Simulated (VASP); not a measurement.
# GaSb (Immm) in VASP: a series of runs

The runs below take GaSb through single point, with PBE.

All numbers are computed with VASP 6.6.1; they aren't measurements. Logs are shortened: lines on timing, memory, paths and dates and some standing lists are left out, and cuts for length are marked.

## Step 1: The cell of the first run

Symmetry: Immm, No. 71, orthorhombic system. The conventional cell has a = 3.217 Å, b = 4.921 Å, c = 6.054 Å, α = 90.00°, β = 90.00°, γ = 90.00°. Ga (site symmetry mmm) has 6 Sb at 2.94 to 3.03 Å and 2 Ga at 3.22 Å within 3.9 Å. Within 3.9 Å of Sb (site symmetry mmm) lie 6 Ga at 2.94 to 3.03 Å and 2 Sb at 3.22 Å.

## Step 2: Single point, PBE

Contents of INCAR:

```
PREC     = Accurate       # precision mode
ENCUT    = 520            # plane-wave cutoff, eV
EDIFF    = 1E-6           # SCF threshold, eV
ISMEAR   = 0              # smearing method
SIGMA    = 0.15           # smearing width, eV
LREAL    = False          # projectors in reciprocal space
LASPH    = True           # aspherical terms in the spheres
NELM     = 80             # most SCF steps
ALGO     = Normal         # electronic algorithm
ISIF     = 2              # what is computed and relaxed
LWAVE    = False          # write WAVECAR
LCHARG   = True           # write CHGCAR
GGA      = PE             # functional
LELF     = True           # ELF
LVHAR    = True         
NBANDS   = 16             # bands
```

Contents of KPOINTS:

```
regular mesh
0
Gamma
  16 16 16
```

Contents of POSCAR:

```
GaSb
1.0
   -1.6085386044      2.4606191231      3.0270961083
    1.6085386044     -2.4606191231      3.0270961083
    1.6085386044      2.4606191231     -3.0270961083
Ga Sb
1 1
Direct
    0.0000000000      0.0000000000      0.0000000000
    0.5000000000      0.5000000000      0.0000000000
```

Potentials or basis: VASP PAW PBE potentials, release 64 (Ga_d, Sb).

The run is started by

```console
cat potpaw_PBE.64/Ga_d/POTCAR potpaw_PBE.64/Sb/POTCAR > POTCAR
mpirun -np 1 vasp_std > vasp.out
```

OUTCAR:

```text
PREC = Accurate
   ENCUT = 520
   EDIFF = 1E-6
   ISMEAR = 0
   LREAL = False
   LASPH = True
   NELM = 80
   ISIF = 2
   GGA = PE

 ion  position               nearest neighbor table
   1  0.000  0.000  0.000-   2 2.94   2 2.94   2 2.94   2 2.94   2 3.03   2 3.03
   2  0.500  0.500  0.000-   1 2.94   1 2.94   1 2.94   1 2.94   1 3.03   1 3.03

  LATTYP: Found a body centered orthorhombic cell.
 ALAT       =     3.2170772088
 B/A-ratio  =     1.5297233877
 C/A-ratio  =     1.8818921100

  Lattice vectors:

 A1 = (  -1.6085386044,   2.4606191231,   3.0270961083)
 A2 = (   1.6085386044,  -2.4606191231,   3.0270961083)
 A3 = (   1.6085386044,   2.4606191231,  -3.0270961083)

Analysis of symmetry for initial positions (statically):
=====================================================================
 Subroutine PRICEL returns:
 Original cell was already a primitive cell.

 Routine SETGRP: Setting up the symmetry group for a
 body centered orthorhombic supercell.

 Subroutine GETGRP returns: Found  8 space group operations
 (whereof  8 operations were pure point group operations)
 out of a pool of  8 trial point group operations.

The static configuration has the point symmetry D_2h.

Analysis of symmetry for dynamics (positions and initial velocities):
=====================================================================
 Subroutine PRICEL returns:
 Original cell was already a primitive cell.

 Routine SETGRP: Setting up the symmetry group for a
 body centered orthorhombic supercell.

 Subroutine GETGRP returns: Found  8 space group operations
 (whereof  8 operations were pure point group operations)
 out of a pool of  8 trial point group operations.

The dynamic configuration has the point symmetry D_2h.

 Subroutine INISYM returns: Found  8 space group operations
 (whereof  8 operations are pure point group operations),
 and found     1 'primitive' translations

----------------------------------------------------------------------------------------

                                     Primitive cell

  volume of cell :      47.9250

  direct lattice vectors                    reciprocal lattice vectors
    -1.608538604  2.460619123  3.027096108     0.000000000  0.203200892  0.165174802
     1.608538604 -2.460619123  3.027096108     0.310841156  0.000000000  0.165174802
     1.608538604  2.460619123 -3.027096108     0.310841156  0.203200892  0.000000000

  length of vectors
     4.219639056  4.219639056  4.219639056     0.261865075  0.352001335  0.371366163

  position of ions in fractional coordinates (direct lattice)
     0.000000000  0.000000000  0.000000000
     0.500000000  0.500000000  0.000000000

  ion indices of the primitive-cell ions
   primitive index   ion index
                 1           1
                 2           2

----------------------------------------------------------------------------------------

 KPOINTS: regular mesh

Automatic generation of k-mesh.
 Grid dimensions read from file:
 generate k-points for:   16   16   16

 Generating k-lattice:

  Cartesian coordinates                     Fractional coordinates (reciprocal lattice)
     0.000000000  0.012700056  0.010323425     0.062500000  0.000000000  0.000000000
     0.019427572  0.000000000  0.010323425     0.000000000  0.062500000  0.000000000
     0.019427572  0.012700056  0.000000000     0.000000000  0.000000000  0.062500000

  Length of vectors
     0.016366567  0.022000083  0.023210385

  Shift w.r.t. Gamma in fractional coordinates (k-lattice)
     0.000000000  0.000000000  0.000000000

 Subroutine IBZKPT returns following result:
 ===========================================

 Found    621 irreducible k-points:

 Following reciprocal coordinates:
            Coordinates               Weight
  0.000000  0.000000  0.000000      1.000000
  0.062500  0.000000 -0.000000      4.000000
  0.125000  0.000000 -0.000000      4.000000
  0.187500  0.000000  0.000000      4.000000
  0.250000  0.000000 -0.000000      4.000000
  0.312500 -0.000000  0.000000      4.000000
[... 16 lines left out ...]
 -0.187500  0.062500  0.000000      8.000000
 -0.125000  0.062500  0.000000      8.000000
 [... further k-points ...]
   k-points           NKPTS =    621   k-points in BZ     NKDIM =    621   number of bands    NBANDS=     16
   number of dos      NEDOS =    301   number of ions     NIONS =      2
   total plane-waves  NPLWV =  32768
   dimension x,y,z NGX =    32 NGY =   32 NGZ =   32
   dimension x,y,z NGXF=    64 NGYF=   64 NGZF=   64
   ions per type =               1   1
   NGX,Y,Z   is equivalent  to a cutoff of  12.61, 12.61, 12.61 a.u.
   NGXF,Y,Z  is equivalent  to a cutoff of  25.21, 25.21, 25.21 a.u.
 SYSTEM =  unknown system
   PREC   = accura    normal or accurate (medium, high low for compatibility)
   ISTART =      0    job   : 0-new  1-cont  2-samecut
   ICHARG =      2    charge: 1-file 2-atom 10-const
   ISPIN  =      1    spin polarized calculation?
   LNONCOLLINEAR =      F non collinear calculations
   LSORBIT =      F    spin-orbit coupling
   LASPH  =      T    aspherical Exc in radial PAW
   ENCUT  =  520.0 eV  38.22 Ry    6.18 a.u.   7.85  7.85  7.85*2*pi/ulx,y,z
   NELM   =     80;   NELMIN=  2; NELMDL= -5     # of ELM steps
   EDIFF  = 0.1E-05   stopping-criterion for ELM
   LREAL  =      F    real-space projection
   EDIFFG = 0.1E-04   stopping-criterion for IOM
   NSW    =      0    number of steps for IOM
   IBRION =     -1    ionic relax: 0-MD 1-quasi-New 2-CG
   NFREE  =      0    steps in history (QN), initial steepest desc. (CG)
   ISIF   =      2    stress and relaxation
   ISYM   =      2    0-nonsym 1-usesym 2-fastsym
   POTIM  = 0.5000    time-step for ionic-motion
   TEBEG  =    0.0;   TEEND  =   0.0 temperature during run
   PSTRESS=    0.0 pullay stress
   NELECT =      18.0000    total number of electrons
   NUPDOWN=      -1.0000    fix difference up-down
   EMIN   =  10.00;   EMAX   =-10.00  energy-range for DOS
   EFERMI =   0.00;   METHOD = LEGACY
   ISMEAR =     0;   SIGMA  =   0.15  broadening in eV -4-tet -1-fermi 0-gaus
   EFERMI_NEDOS =   21; number of points for ismear=-14 and -15
   IALGO  =     38    algorithm
   IMIX   =      4    mixing-type and parameters
     AMIX     =   0.40;   BMIX     =  1.00
     AMIX_MAG =   1.60;   BMIX_MAG =  1.00
  volume/ion in A,a.u.               =      23.96       161.71
  Fermi-wavevector in a.u.,A,eV,Ry     =   1.181168  2.232084 18.982272  1.395158
  Thomas-Fermi vector in A             =   2.317446
   LORBIT       =      0    0 simple, 1 ext, 2 COOP (PROOUT), +10 PAW based schemes
   GGA     = PE    functional components
   LHFCALC =     F    Hartree Fock is set to
   AEXX    =    0.0000 exact exchange contribution
   IVDW    =     0    specifies the selected vdW correction
   LEPSILON=     F    determine dielectric tensor
   LRPA    =     F    only Hartree local field effects (RPA)
 non-spin polarized calculation
 Gauss-broadening in eV      SIGMA  =   0.15
  energy-cutoff  :      520.00
  volume of cell :       47.92
 maximum number of plane-waves:      1312
   NGX = 15   NGY = 15   NGZ = 15

 number of electron      18.0000009 magnetization

 Free energy of the ion-electron system (eV)
  ---------------------------------------------------
  ext. energy  EPLUGINS =         0.00000000
  ---------------------------------------------------
  free energy    TOTEN  =        -6.92120616 eV

  energy without entropy =       -6.91250480  energy(sigma->0) =       -6.91685548

 E-fermi :   6.6029     XC(G=0): -10.2620

 val. band max:        6.5996528749   @ k =   0.0625   0.1875   0.0625
 cond. band min:       6.6146202460   @ k =  -0.1875  -0.4375   0.0625
 fundamental gap:      0.0149673711
 Fermi energy:         6.6028502820

 k-point     1 :       0.0000    0.0000    0.0000
  band No.  band energies     occupation
      1      -8.3146      2.00000
      2      -8.2439      2.00000
      3      -8.2408      2.00000
      4      -8.2355      2.00000
      5      -8.2019      2.00000
      6      -5.3855      2.00000
[... 8 lines left out ...]
     15      15.3656      0.00000
     16      15.6376      0.00000

 k-point     2 :       0.0625    0.0000   -0.0000
  band No.  band energies     occupation
      1      -8.3144      2.00000
      2      -8.2443      2.00000
      3      -8.2409      2.00000
      4      -8.2351      2.00000
      5      -8.2017      2.00000
      6      -5.3500      2.00000
[... 8 lines left out ...]
     15      15.3496      0.00000
     16      15.5725      0.00000

 k-point     3 :       0.1250    0.0000   -0.0000
  band No.  band energies     occupation
      1      -8.3140      2.00000
      2      -8.2456      2.00000
      3      -8.2413      2.00000
      4      -8.2340      2.00000
      5      -8.2014      2.00000
      6      -5.2441      2.00000
[... 8 lines left out ...]
     15      15.3573      0.00000
     16      15.8881      0.00000

 k-point     4 :       0.1875    0.0000    0.0000
  band No.  band energies     occupation
      1      -8.3134      2.00000
      2      -8.2475      2.00000
      3      -8.2418      2.00000
      4      -8.2323      2.00000
      5      -8.2008      2.00000
      6      -5.0703      2.00000
[... 8 lines left out ...]
     15      15.1727      0.00000
     16      16.8102      0.00000

 k-point     5 :       0.2500    0.0000   -0.0000
  band No.  band energies     occupation
      1      -8.3128      2.00000
      2      -8.2497      2.00000
      3      -8.2424      2.00000
      4      -8.2302      2.00000
      5      -8.2002      2.00000
      6      -4.8340      2.00000
[... 8 lines left out ...]
     15      15.0289      0.00000
     16      17.0396      0.00000

 k-point     6 :       0.3125   -0.0000    0.0000
  band No.  band energies     occupation
      1      -8.3123      2.00000
      2      -8.2520      2.00000
      3      -8.2430      2.00000
      4      -8.2282      2.00000
      5      -8.1995      2.00000
      6      -4.5471      2.00000
[... 8 lines left out ...]
     15      15.0792      0.00000
     16      16.4354      0.00000

 k-point     7 :       0.3750    0.0000    0.0000
  band No.  band energies     occupation
      1      -8.3121      2.00000
      2      -8.2540      2.00000
      3      -8.2436      2.00000
      4      -8.2265      2.00000
      5      -8.1989      2.00000
      6      -4.2362      2.00000
[... 8 lines left out ...]
     15      15.9196      0.00000
     16      16.2605      0.00000

 k-point     8 :       0.4375    0.0000    0.0000
  band No.  band energies     occupation
      1      -8.3119      2.00000
      2      -8.2552      2.00000
      3      -8.2440      2.00000
      4      -8.2254      2.00000
      5      -8.1984      2.00000
      6      -3.9630      2.00000
[... 8 lines left out ...]
     15      15.6794      0.00000
     16      17.6798      0.00000

 k-point     9 :       0.5000    0.0000   -0.0000
  band No.  band energies     occupation
      1      -8.3119      2.00000
      2      -8.2557      2.00000
      3      -8.2441      2.00000
      4      -8.2250      2.00000
      5      -8.1983      2.00000
      6      -3.8445      2.00000
[... 8 lines left out ...]
     15      15.5821      0.00000
     16      19.1431      0.00000
[... 172 lines left out ...]
 k-point    19 :      -0.4375    0.0625    0.0000
  band No.  band energies     occupation
      1      -8.3073      2.00000
      2      -8.2539      2.00000
      3      -8.2472      2.00000
      4      -8.2255      2.00000
      5      -8.2005      2.00000
      6      -3.9923      2.00000
[... 8 lines left out ...]
     15      16.3429      0.00000
     16      17.0957      0.00000

 k-point    20 :      -0.3750    0.0625    0.0000
  band No.  band energies     occupation
      1      -8.3075      2.00000
      2      -8.2519      2.00000
      3      -8.2468      2.00000
      4      -8.2270      2.00000
      5      -8.2010      2.00000
      6      -4.2912      2.00000
[... 8 lines left out ...]
     15      15.8391      0.00000
     16      16.6474      0.00000

 k-point    21 :      -0.3125    0.0625   -0.0000
  band No.  band energies     occupation
      1      -8.3079      2.00000
      2      -8.2496      2.00000
      3      -8.2460      2.00000
      4      -8.2289      2.00000
      5      -8.2016      2.00000
      6      -4.5981      2.00000
[... 8 lines left out ...]
     15      15.7546      0.00000
     16      16.8872      0.00000

 k-point    22 :      -0.2500    0.0625    0.0000
  band No.  band energies     occupation
      1      -8.3084      2.00000
      2      -8.2474      2.00000
      3      -8.2451      2.00000
      4      -8.2309      2.00000
      5      -8.2023      2.00000
      6      -4.8679      2.00000
[... 8 lines left out ...]
     15      15.8291      0.00000
     16      16.8399      0.00000

 k-point    23 :      -0.1875    0.0625    0.0000
  band No.  band energies     occupation
      1      -8.3090      2.00000
      2      -8.2457      2.00000
      3      -8.2440      2.00000
      4      -8.2328      2.00000
      5      -8.2029      2.00000
      6      -5.0812      2.00000
[... 8 lines left out ...]
     15      15.8611      0.00000
     16      16.0121      0.00000

 k-point    24 :      -0.1250    0.0625    0.0000
  band No.  band energies     occupation
      1      -8.3096      2.00000
      2      -8.2446      2.00000
      3      -8.2432      2.00000
      4      -8.2342      2.00000
      5      -8.2033      2.00000
      6      -5.2291      2.00000
[... 8 lines left out ...]
     15      15.2278      0.00000
     16      15.8913      0.00000

 [... further k-points ...]
[... 5 lines left out ...]
  --------------------------------------------------------------------------------------
  -------------------------------------------------------------------------------------
  Total        0.8396188      1.2392718     -1.3702637      0.0000000      0.0000000      0.0000000
  in kB       28.0692414     41.4300120    -45.8091955      0.0000000      0.0000000      0.0000000
  external PRESSURE =       7.8966859 kB  Pullay stress =       0.0000000 kB

 VOLUME and BASIS-vectors are now :
 -----------------------------------------------------------------------------
  energy-cutoff  :      520.00
  volume of cell :       47.92
      direct lattice vectors                 reciprocal lattice vectors
    -1.608538604  2.460619123  3.027096108     0.000000000  0.203200892  0.165174802
     1.608538604 -2.460619123  3.027096108     0.310841156  0.000000000  0.165174802
     1.608538604  2.460619123 -3.027096108     0.310841156  0.203200892  0.000000000

 POSITION                                       TOTAL-FORCE (eV/Angst)
 -----------------------------------------------------------------------------------
      0.00000      0.00000      0.00000        -0.000000      0.000000     -0.000000
      0.00000      0.00000      3.02710         0.000000      0.000000      0.000000
 -----------------------------------------------------------------------------------
    total drift:                               -0.000000      0.000000      0.000000

  FREE ENERGIE OF THE ION-ELECTRON SYSTEM (eV)
  ---------------------------------------------------
  free  energy   TOTEN  =        -6.9212061598 eV

  energy  without entropy=       -6.9125047952  energy(sigma->0) =       -6.91685548
```

Run time: 3.8 min. Hardware: 1 thread of Intel Xeon Platinum 8488C (Sapphire Rapids), shared host; peak memory 0.58 GiB.

What came out:

```yaml
Free_energy: -6.9212 eV
Pressure: 0.8 GPa
Band_gap_on_the_k_mesh: zero (bands 9 and 10 overlap by 5.77 eV)
```

Stress tensor (GPa, compression positive):
```
 2.81  0.00  0.00
 0.00  4.14  0.00
 0.00  0.00 -4.58
```

Caveat: the cell differs from its parent crystal (strain +e along x and -e along y +0.0267, strain +e along z and -e/2 along x and y +0.0500); spin-orbit coupling is left out, which moves the levels of the heavy elements.

## Step 3: Single point, PBE

Contents of INCAR:

```
ALGO = Normal ; EDIFF = 1E-6
ENCUT = 520 ; GGA = PE
ISIF = 2 ; ISMEAR = 0
LASPH = T ; LCHARG = F
LREAL = F ; LWAVE = F
NBANDS = 16 ; NELM = 60
PREC = Accurate ; SIGMA = 0.15
```

Contents of KPOINTS:

```
k-points
0
Gamma
  16 16 16
```

Contents of POSCAR:

```
GaSb
1.0
   -1.6459539478      2.6596378796      2.7388012409
    1.6459539478     -2.6596378796      2.7388012409
    1.6459539478      2.6596378796     -2.7388012409
Ga Sb
1 1
Direct
    0.0000000000      0.0000000000      0.0000000000
    0.5000000000      0.5000000000      0.0000000000
```

Potentials or basis: VASP PAW PBE potentials, release 64 (Ga_d, Sb).

The run is started by

```console
cat potpaw_PBE.64/Ga_d/POTCAR potpaw_PBE.64/Sb/POTCAR > POTCAR
mpirun -np 1 vasp_std > vasp.out
```

Run time: 3.9 min. Hardware: 1 thread of Intel Xeon Platinum 8488C (Sapphire Rapids), shared host; peak memory 0.58 GiB.

The run converged. Its results:

* Free energy: -6.9170 eV
* Pressure: 0.9 GPa
* Band gap on the k mesh: zero (bands 9 and 10 overlap by 5.00 eV)

Stress tensor (GPa, compression positive):
```
-2.52  0.00  0.00
 0.00 -2.18  0.00
 0.00  0.00  7.54
```

Levels at points of the mesh, in eV from the Fermi level:
| k point | band 6 | band 7 | band 8 | band 9 | band 10 | band 11 | band 12 | band 13 |
| --- | --- | --- | --- | --- | --- | --- | --- | --- |
| (0.00, 0.00, 0.00) | -11.98 | -2.45 | -1.92 | -1.47 | 3.61 | 4.27 | 6.65 | 6.72 |
| (0.50, 0.00, 0.00) | -10.39 | -8.05 | 0.31 | 2.15 | 2.56 | 2.75 | 3.50 | 5.61 |
| (0.00, 0.50, 0.00) | -8.53 | -6.38 | -2.01 | -0.54 | -0.47 | 0.86 | 3.41 | 4.08 |
| (0.50, 0.50, 0.00) | -8.63 | -5.08 | -2.96 | -2.35 | -1.62 | 3.29 | 3.57 | 6.89 |
| (0.50, 0.50, 0.50) | -9.08 | -5.77 | -5.15 | -4.77 | 1.74 | 5.68 | 9.39 | 10.11 |

Caveat: the cell differs from its parent crystal (strain +e along x and -e along y +0.0000, strain +e along z and -e/2 along x and y -0.0500); spin-orbit coupling is left out, which moves the levels of the heavy elements.
